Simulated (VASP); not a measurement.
# TiO2 (Rutile) (Cmmm) in VASP: a series of runs

TiO2 (Rutile) is run at these levels: PBE; tasks: single point.

All numbers are computed with VASP 6.6.1; they aren't measurements. Logs are shortened: lines on timing, memory, paths and dates and some standing lists are left out, and cuts for length are marked.

### Step 1. The cell of the first run

The structure is orthorhombic, space group Cmmm (No. 65). Conventional cell: a = 6.484 Å, b = 6.505 Å, c = 2.957 Å, α = 90.00°, β = 90.00°, γ = 90.00°. Within 2.6 Å of Ti (site symmetry mmm) lie 6 O at 1.95 to 1.98 Å. Ti (site symmetry mmm) has 6 O at 1.95 to 1.98 Å within 2.6 Å. Within 2.6 Å of O (site symmetry 2mm) lie 3 Ti at 1.95 to 1.98 Å and 1 O at 2.53 Å. O (site symmetry m2m) has 3 Ti at 1.95 to 1.98 Å and 1 O at 2.54 Å within 2.6 Å.

### Step 2. Single point, PBE

Input file INCAR:

```
PREC = Accurate
ENCUT = 520
EDIFF = 1E-6
ISMEAR = 0
SIGMA = 0.05
LREAL = False
LASPH = True
NELM = 60
ALGO = Normal
ISIF = 2
LWAVE = False
LCHARG = False
GGA = PE
NBANDS = 33
```

Input file KPOINTS:

```
regular mesh
0
Gamma
  4 4 6
```

Input file POSCAR:

```
TiO2
1.0
    4.5922000000     -0.0076536667      0.0000000000
   -0.0076536667      4.5922000000      0.0000000000
    0.0000000000      0.0000000000      2.9574000000
Ti O
2 4
Direct
    0.0000000000      0.0000000000      0.0000000000
    0.5000000000      0.5000000000      0.5000000000
    0.3049600000      0.3049600000      0.0000000000
    0.1950400000      0.8049600000      0.5000000000
    0.6950400000      0.6950400000      0.0000000000
    0.8049600000      0.1950400000      0.5000000000
```

Potentials or basis: VASP PAW PBE potentials, release 64 (Ti_sv, O).

The run is started by

```bash
$ cat potpaw_PBE.64/Ti_sv/POTCAR potpaw_PBE.64/O/POTCAR > POTCAR
$ mpirun -np 1 vasp_std > vasp.out
```

OUTCAR:

```text
PREC = Accurate
   ENCUT = 520
   EDIFF = 1E-6
   ISMEAR = 0
   LREAL = False
   LASPH = True
   NELM = 60
   ISIF = 2
   GGA = PE

 ion  position               nearest neighbor table
   1  0.000  0.000  0.000-   4 1.95   6 1.95   4 1.95   6 1.95   5 1.98   3 1.98
   2  0.500  0.500  0.500-   3 1.95   5 1.95   3 1.95   5 1.95   4 1.98   6 1.98
   3  0.305  0.305  0.000-   2 1.95   2 1.95   1 1.98
   4  0.195  0.805  0.500-   1 1.95   1 1.95   2 1.98
   5  0.695  0.695  0.000-   2 1.95   2 1.95   1 1.98
   6  0.805  0.195  0.500-   1 1.95   1 1.95   2 1.98

  LATTYP: Found a base centered orthorhombic cell.
 ALAT       =     6.4835276019
 B/A-ratio  =     1.0033388982
 C/A-ratio  =     0.4561405737

  Lattice vectors:

 A1 = (   4.5922000000,  -0.0076536667,   0.0000000000)
 A2 = (  -0.0076536667,   4.5922000000,   0.0000000000)
 A3 = (   0.0000000000,   0.0000000000,   2.9574000000)

Analysis of symmetry for initial positions (statically):
=====================================================================
 Subroutine PRICEL returns:
 Original cell was already a primitive cell.

 Routine SETGRP: Setting up the symmetry group for a
 base centered orthorhombic supercell.

 Subroutine GETGRP returns: Found  8 space group operations
 (whereof  8 operations were pure point group operations)
 out of a pool of  8 trial point group operations.

The static configuration has the point symmetry D_2h.

Analysis of symmetry for dynamics (positions and initial velocities):
=====================================================================
 Subroutine PRICEL returns:
 Original cell was already a primitive cell.

 Routine SETGRP: Setting up the symmetry group for a
 base centered orthorhombic supercell.

 Subroutine GETGRP returns: Found  8 space group operations
 (whereof  8 operations were pure point group operations)
 out of a pool of  8 trial point group operations.

The dynamic configuration has the point symmetry D_2h.

 Subroutine INISYM returns: Found  8 space group operations
 (whereof  8 operations are pure point group operations),
 and found     1 'primitive' translations

----------------------------------------------------------------------------------------

                                     Primitive cell

  volume of cell :      62.3664

  direct lattice vectors                    reciprocal lattice vectors
     4.592200000 -0.007653667  0.000000000     0.217761155  0.000362935  0.000000000
    -0.007653667  4.592200000  0.000000000     0.000362935  0.217761155  0.000000000
     0.000000000  0.000000000  2.957400000     0.000000000  0.000000000  0.338134848

  length of vectors
     4.592206378  4.592206378  2.957400000     0.217761458  0.217761458  0.338134848

  position of ions in fractional coordinates (direct lattice)
     0.000000000  0.000000000  0.000000000
     0.500000000  0.500000000  0.500000000
     0.304960000  0.304960000  0.000000000
     0.195040000  0.804960000  0.500000000
     0.695040000  0.695040000  0.000000000
     0.804960000  0.195040000  0.500000000

  ion indices of the primitive-cell ions
   primitive index   ion index
                 1           1
                 2           2
                 3           3
                 4           4
                 5           5
                 6           6

----------------------------------------------------------------------------------------

 KPOINTS: regular mesh

Automatic generation of k-mesh.
 Grid dimensions read from file:
 generate k-points for:    4    4    6

 Generating k-lattice:

  Cartesian coordinates                     Fractional coordinates (reciprocal lattice)
     0.054440289  0.000090734  0.000000000     0.250000000  0.000000000  0.000000000
     0.000090734  0.054440289  0.000000000     0.000000000  0.250000000  0.000000000
     0.000000000  0.000000000  0.056355808     0.000000000  0.000000000  0.166666667

  Length of vectors
     0.054440364  0.054440364  0.056355808

  Shift w.r.t. Gamma in fractional coordinates (k-lattice)
     0.000000000  0.000000000  0.000000000

 Subroutine IBZKPT returns following result:
 ===========================================

 Found     28 irreducible k-points:

 Following reciprocal coordinates:
            Coordinates               Weight
  0.000000  0.000000  0.000000      1.000000
  0.250000  0.000000  0.000000      4.000000
  0.500000  0.000000  0.000000      2.000000
  0.250000  0.250000  0.000000      2.000000
  0.500000  0.250000  0.000000      4.000000
 -0.250000  0.250000  0.000000      2.000000
[... 16 lines left out ...]
  0.250000  0.000000  0.500000      4.000000
  0.500000  0.000000  0.500000      2.000000
 [... further k-points ...]
   k-points           NKPTS =     28   k-points in BZ     NKDIM =     28   number of bands    NBANDS=     33
   number of dos      NEDOS =    301   number of ions     NIONS =      6
   total plane-waves  NPLWV =  31104
   dimension x,y,z NGX =    36 NGY =   36 NGZ =   24
   dimension x,y,z NGXF=    72 NGYF=   72 NGZF=   48
   ions per type =               2   4
   NGX,Y,Z   is equivalent  to a cutoff of  13.03, 13.03, 13.49 a.u.
   NGXF,Y,Z  is equivalent  to a cutoff of  26.07, 26.07, 26.98 a.u.
 SYSTEM =  unknown system
   PREC   = accura    normal or accurate (medium, high low for compatibility)
   ISTART =      0    job   : 0-new  1-cont  2-samecut
   ICHARG =      2    charge: 1-file 2-atom 10-const
   ISPIN  =      1    spin polarized calculation?
   LNONCOLLINEAR =      F non collinear calculations
   LSORBIT =      F    spin-orbit coupling
   LASPH  =      T    aspherical Exc in radial PAW
   ENCUT  =  520.0 eV  38.22 Ry    6.18 a.u.   8.54  8.54  5.50*2*pi/ulx,y,z
   NELM   =     60;   NELMIN=  2; NELMDL= -5     # of ELM steps
   EDIFF  = 0.1E-05   stopping-criterion for ELM
   LREAL  =      F    real-space projection
   EDIFFG = 0.1E-04   stopping-criterion for IOM
   NSW    =      0    number of steps for IOM
   IBRION =     -1    ionic relax: 0-MD 1-quasi-New 2-CG
   NFREE  =      0    steps in history (QN), initial steepest desc. (CG)
   ISIF   =      2    stress and relaxation
   ISYM   =      2    0-nonsym 1-usesym 2-fastsym
   POTIM  = 0.5000    time-step for ionic-motion
   TEBEG  =    0.0;   TEEND  =   0.0 temperature during run
   PSTRESS=    0.0 pullay stress
   NELECT =      48.0000    total number of electrons
   NUPDOWN=      -1.0000    fix difference up-down
   EMIN   =  10.00;   EMAX   =-10.00  energy-range for DOS
   EFERMI =   0.00;   METHOD = LEGACY
   ISMEAR =     0;   SIGMA  =   0.05  broadening in eV -4-tet -1-fermi 0-gaus
   EFERMI_NEDOS =   21; number of points for ismear=-14 and -15
   IALGO  =     38    algorithm
   IMIX   =      4    mixing-type and parameters
     AMIX     =   0.40;   BMIX     =  1.00
     AMIX_MAG =   1.60;   BMIX_MAG =  1.00
  volume/ion in A,a.u.               =      10.39        70.14
  Fermi-wavevector in a.u.,A,eV,Ry     =   1.500278  2.835114 30.624459  2.250834
  Thomas-Fermi vector in A             =   2.611799
   LORBIT       =      0    0 simple, 1 ext, 2 COOP (PROOUT), +10 PAW based schemes
   GGA     = PE    functional components
   LHFCALC =     F    Hartree Fock is set to
   AEXX    =    0.0000 exact exchange contribution
   IVDW    =     0    specifies the selected vdW correction
   LEPSILON=     F    determine dielectric tensor
   LRPA    =     F    only Hartree local field effects (RPA)
 non-spin polarized calculation
 Gauss-broadening in eV      SIGMA  =   0.05
  energy-cutoff  :      520.00
  volume of cell :       62.37
 maximum number of plane-waves:      1720
 NGX is ok and might be reduce to    36
   NGX = 17   NGY = 17   NGZ = 11

 number of electron      48.0000022 magnetization

 Free energy of the ion-electron system (eV)
  ---------------------------------------------------
  ext. energy  EPLUGINS =         0.00000000
  ---------------------------------------------------
  free energy    TOTEN  =       -53.64070583 eV

  energy without entropy =      -53.64070583  energy(sigma->0) =      -53.64070583

 E-fermi :   5.1405     XC(G=0): -11.4175

 val. band max:        4.8609080302   @ k =   0.0000   0.0000   0.0000
 cond. band min:       6.7303727748   @ k =   0.0000   0.0000   0.0000
 fundamental gap:      1.8694647447
 Fermi energy:         5.1405320298

 k-point     1 :       0.0000    0.0000    0.0000
  band No.  band energies     occupation
      1     -52.0573      2.00000
      2     -52.0355      2.00000
      3     -28.3711      2.00000
      4     -28.3583      2.00000
      5     -28.1980      2.00000
      6     -28.1974      2.00000
[... 25 lines left out ...]
     32      11.4757      0.00000
     33      11.5004      0.00000

 k-point     2 :       0.2500    0.0000    0.0000
  band No.  band energies     occupation
      1     -52.0555      2.00000
      2     -52.0373      2.00000
      3     -28.3515      2.00000
      4     -28.3381      2.00000
      5     -28.2207      2.00000
      6     -28.2187      2.00000
[... 25 lines left out ...]
     32      11.2981      0.00000
     33      11.3374      0.00000

 k-point     3 :       0.5000    0.0000    0.0000
  band No.  band energies     occupation
      1     -52.0531      2.00000
      2     -52.0396      2.00000
      3     -28.3212      2.00000
      4     -28.3033      2.00000
      5     -28.2571      2.00000
      6     -28.2515      2.00000
[... 25 lines left out ...]
     32      10.9703      0.00000
     33      11.1330      0.00000

 k-point     4 :       0.2500    0.2500    0.0000
  band No.  band energies     occupation
      1     -52.0543      2.00000
      2     -52.0384      2.00000
      3     -28.3647      2.00000
      4     -28.3215      2.00000
      5     -28.2512      2.00000
      6     -28.1940      2.00000
[... 673 lines left out ...]
     32      10.3815      0.00000
     33      10.8827      0.00000

 k-point    23 :       0.2500    0.0000    0.5000
  band No.  band energies     occupation
      1     -52.0126      2.00000
      2     -51.9993      2.00000
      3     -28.6044      2.00000
      4     -28.5867      2.00000
      5     -28.2166      2.00000
      6     -28.2118      2.00000
[... 25 lines left out ...]
     32       9.9938      0.00000
     33      11.5188      0.00000

 k-point    24 :       0.5000    0.0000    0.5000
  band No.  band energies     occupation
      1     -52.0125      2.00000
      2     -51.9992      2.00000
      3     -28.6099      2.00000
      4     -28.5922      2.00000
      5     -28.2142      2.00000
      6     -28.2087      2.00000
[... 25 lines left out ...]
     32       9.8061      0.00000
     33      11.9761      0.00000

 [... further k-points ...]
[... 5 lines left out ...]
  --------------------------------------------------------------------------------------
  -------------------------------------------------------------------------------------
  Total        2.4247883      2.4247883      2.2448513      0.3003446      0.0000000      0.0000000
  in kB       62.2922429     62.2922429     57.6697032      7.7157834      0.0000000      0.0000000
  external PRESSURE =      60.7513963 kB  Pullay stress =       0.0000000 kB

 VOLUME and BASIS-vectors are now :
 -----------------------------------------------------------------------------
  energy-cutoff  :      520.00
  volume of cell :       62.37
      direct lattice vectors                 reciprocal lattice vectors
     4.592200000 -0.007653667  0.000000000     0.217761155  0.000362935  0.000000000
    -0.007653667  4.592200000  0.000000000     0.000362935  0.217761155  0.000000000
     0.000000000  0.000000000  2.957400000     0.000000000  0.000000000  0.338134848

 POSITION                                       TOTAL-FORCE (eV/Angst)
 -----------------------------------------------------------------------------------
      0.00000      0.00000      0.00000         0.000000      0.000000     -0.000000
      2.29227      2.29227      1.47870         0.000000      0.000000     -0.000000
      1.39810      1.39810      0.00000        -0.084286     -0.084286     -0.000000
      0.88950      3.69504      1.47870         0.092854     -0.092854      0.000000
      3.18644      3.18644      0.00000         0.084286      0.084286      0.000000
      3.69504      0.88950      1.47870        -0.092854      0.092854     -0.000000
 -----------------------------------------------------------------------------------
    total drift:                                0.000000      0.000000     -0.000000

  FREE ENERGIE OF THE ION-ELECTRON SYSTEM (eV)
  ---------------------------------------------------
  free  energy   TOTEN  =       -53.6407058267 eV

  energy  without entropy=      -53.6407058267  energy(sigma->0) =      -53.64070583
```

Wall time 42 s (1 thread of AMD EPYC 9R45 (Zen 5), shared host); peak memory 0.16 GiB.

What came out:

- Free energy: -53.6407 eV
- Pressure: 6.1 GPa
- Largest force: 0.131 eV/Å
- Band gap on the k mesh: 1.87 eV, direct

Forces on the atoms (eV/Å):
```
Ti   0.000  0.000  0.000
Ti   0.000  0.000  0.000
O   -0.084 -0.084  0.000
O    0.093 -0.093  0.000
O    0.084  0.084  0.000
O   -0.093  0.093  0.000
```

Stress tensor (GPa, compression positive):
```
6.23 0.77 0.00
0.77 6.23 0.00
0.00 0.00 5.77
```

Levels at points of the mesh, in eV from the valence-band top:
```csv
k point,band 20,band 21,band 22,band 23,band 24,band 25,band 26,band 27,band 28,band 29
"(0.00, 0.00, 0.00)",-1.98,-0.70,-0.45,-0.44,0.00,1.87,2.18,2.40,2.49,2.50
"(0.50, 0.00, 0.00)",-3.03,-1.66,-1.62,-0.75,-0.74,2.55,2.55,3.00,3.03,3.56
"(0.50, 0.50, 0.00)",-2.16,-1.32,-1.29,-1.05,-1.05,1.91,1.92,2.51,2.52,3.82
"(0.00, 0.00, 0.50)",-2.74,-2.38,-2.35,-1.44,-1.41,2.95,2.97,3.15,3.17,3.67
"(0.50, 0.00, 0.50)",-2.37,-2.06,-2.03,-1.04,-1.03,1.91,1.91,3.18,3.20,3.90
"(0.50, 0.50, 0.50)",-2.71,-1.30,-1.26,-0.68,-0.67,2.57,2.60,3.20,3.22,3.22
```

A k mesh can miss the band edges. As with any semilocal functional, this PBE gap is likely too small.

### Step 3. Single point, PBE

Input file INCAR:

```
PREC = Accurate ; ENCUT = 520
EDIFF = 1E-6 ; ISMEAR = 0
SIGMA = 0.05 ; LREAL = F
LASPH = T ; NELM = 80
ALGO = Normal ; ISIF = 2
LWAVE = F ; LCHARG = F
GGA = PE ; NBANDS = 33
```

KPOINTS is that of step 2.

POSCAR, as its differences from that of step 2:

```diff
@@ -2,4 +2,4 @@
 1.0
-    4.5922000000     -0.0076536667      0.0000000000
-   -0.0076536667      4.5922000000      0.0000000000
+    4.5922000000      0.0076536667      0.0000000000
+    0.0076536667      4.5922000000      0.0000000000
     0.0000000000      0.0000000000      2.9574000000
```

Potentials or basis: VASP PAW PBE potentials, release 64 (Ti_sv, O).

The run is started by

```bash
$ cat potpaw_PBE.64/Ti_sv/POTCAR potpaw_PBE.64/O/POTCAR > POTCAR
$ mpirun -np 1 vasp_std > vasp.out
```

Wall time 42 s (1 thread of AMD EPYC 9R45 (Zen 5), shared host); peak memory 0.16 GiB.

Results (log left out):

```
Free energy            : -53.6407 eV
Pressure               : 6.1 GPa
Largest force          : 0.132 eV/Å
Band gap on the k mesh : 1.87 eV, direct
```

Forces in eV/Å, atoms in the order of the input:
```
Ti   0.000  0.000  0.000
Ti   0.000  0.000  0.000
O   -0.093 -0.093  0.000
O    0.084 -0.084  0.000
O    0.093  0.093  0.000
O   -0.084  0.084  0.000
```

Stress tensor (GPa, compression positive):
```
 6.21 -0.77  0.00
-0.77  6.21  0.00
 0.00  0.00  5.76
```

Levels at points of the mesh, in eV from the valence-band top:
```tsv
k point	band 21	band 22	band 23	band 24	band 25	band 26	band 27	band 28
(0.00, 0.00, 0.00)	-0.70	-0.45	-0.44	0.00	1.87	2.18	2.41	2.49
(0.50, 0.00, 0.00)	-1.66	-1.62	-0.75	-0.74	2.55	2.55	3.01	3.03
(0.50, 0.50, 0.00)	-1.32	-1.29	-1.05	-1.05	1.91	1.92	2.51	2.52
(0.00, 0.00, 0.50)	-2.38	-2.35	-1.44	-1.41	2.95	2.97	3.15	3.17
(0.50, 0.00, 0.50)	-2.06	-2.03	-1.04	-1.03	1.91	1.91	3.18	3.20
(0.50, 0.50, 0.50)	-1.30	-1.26	-0.68	-0.67	2.57	2.60	3.20	3.22
```

[end of part 1 of 2]
